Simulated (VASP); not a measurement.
Write the native input for VASP 6.6.1 that does the following.

| Quantity | Value |
| --- | --- |
| Task | single point |
| Functional | PBEsol |
| Potentials or basis | VASP PAW PBE potentials, release 64 (V_sv, N) |
| Cutoff | 600 eV |
| k mesh | 17 × 17 × 17 |
| Occupations | fermi-dirac, width 0.1 eV |
| Spin | no spin polarisation |
| Dipole correction | no |
| Further INCAR settings | ALGO = Normal; EDIFF = 1e-06; NBANDS = 16 |

The structure of VN (rocksalt type) lies in POSCAR:

```
VN
1.0
    0.0000000000      1.7556118546      1.7556118546
    1.7556118546      0.0000000000      1.7556118546
    1.7556118546      1.7556118546      0.0000000000
V N
1 1
Direct
    0.0000000000      0.0000000000      0.0000000000
    0.5000000000      0.5000000000      0.5000000000
```

This cell differs from its parent crystal: volume scaled by 0.64.

One way to write it, as run:

INCAR

```
SYSTEM = VN
  PREC = Accurate
  ENCUT = 600
  EDIFF = 1E-6
  ISMEAR = -1
  SIGMA = 0.1
  LREAL = .FALSE.
  LASPH = .TRUE.
  NELM = 120
  ALGO = Normal
  ISIF = 2
  LWAVE = .FALSE.
  LCHARG = .FALSE.
  GGA = PS
  NBANDS = 16
  GGA_COMPAT = .FALSE.
```

KPOINTS

```
regular mesh
0
G
  17 17 17
  0 0 0
```

Potentials or basis: VASP PAW PBE potentials, release 64 (V_sv, N).

Launch:

```sh
$ cat potpaw_PBE.64/V_sv/POTCAR potpaw_PBE.64/N/POTCAR > POTCAR
$ mpirun -np 1 vasp_std > vasp.out
```

Results of the run:

| Quantity | Value |
| --- | --- |
| Pressure | 395.7 GPa |
| Band gap on the k mesh | zero (band 9 reaches 21.86 eV, above the bottom of band 10 at 17.40 eV) |

Caveat: the PAW data sets were made with another functional, which shifts forces and pressure a little; the run has no spin polarisation, though such a crystal can be magnetic.

Run time: 14 s on 1 thread of Intel(R) Xeon(R) 6975P-C (Granite Rapids), on a shared host, peak memory 0.15 GiB.
